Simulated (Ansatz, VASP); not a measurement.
**Two plane-wave programs on Hg**

```
Hg
1.0
     0.00000    4.25308    4.25308
     4.25308    0.00000    4.25308
     4.25308    4.25308    0.00000
Hg
1
Direct
  0.00000 0.00000 0.00000
```

Alike in both runs: functional BLYP; k mesh 12 × 12 × 12; occupations fermi-dirac, width 0.1 eV; no spin polarisation.

Ansatz relaxed the structure, and its values are those at the end. VASP's run is a single point on that final structure, the one shown.

|  | VASP | Ansatz |
| --- | --- | --- |
| version | VASP 6.6.1 | Ansatz 0.2.0 |
| potentials or method | VASP PAW PBE potentials, release 64 (Hg), cutoff 520 eV | plane waves (420 eV) with PAW, scalar-relativistic |
| valence electrons in the cell | 12 | 20 |

```csv
,VASP,Ansatz,Ansatz less VASP
pressure (GPa),0.0,0.0,+0.02
```

VASP's potentials were made for PBE, not for BLYP. VASP's potentials hold 12 valence electrons a cell and Ansatz's 20, so a difference there can come from the potentials and not from the codes.

Neither program's run includes spin-orbit coupling.
